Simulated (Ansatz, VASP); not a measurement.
# SnO in VASP and in Ansatz

```
Sn O
1.0
     3.33249    0.00000    0.00000
     0.00000    5.63602    0.00000
     0.00000    0.00000    4.19363
Sn O
2 2
Direct
  0.50000 0.76809 0.01314
  0.00000 0.23191 0.51314
  0.50000 0.10875 0.23686
  0.00000 0.89125 0.73686
```

Alike in both runs: task single point; functional PBE; k mesh 8 × 5 × 6; occupations fermi-dirac, width 0.05 eV; no spin polarisation.

```csv
,VASP,Ansatz
version,VASP 6.6.1,Ansatz 0.2.0
potentials or method,"VASP PAW PBE potentials, release 64 (Sn_d, O)",Ansatz PAW
plane-wave cutoff (eV),520,420
valence electrons in the cell,40,40
```

Ansatz gave:

| Item | Value |
| --- | --- |
| gap on the k mesh at the Fermi level (eV) | 1.48 |
| least direct gap on the mesh (eV) | 2.05 |
| pressure (GPa) | 1.9 |
| traceless stress, the component that is largest in VASP (GPa) | -0.23 |
| rms of the force components (eV/Å) | 0.075 |

What did VASP give for the same quantities?

gap on the k mesh at the Fermi level (eV): 1.47; least direct gap on the mesh (eV): 2.04; pressure (GPa): 2.1; traceless stress, the component that is largest in VASP (GPa): -0.30; rms of the force components (eV/Å): 0.110.

Atom by atom the forces differ by 0.036 eV/Å (rms over components). With one functional, cell and mesh, what is left measures potentials, basis and numerics.

Noted on Ansatz's run: odd divisions of the mesh miss points on the zone boundary, where band edges often lie, so the gap on the mesh can be too wide.
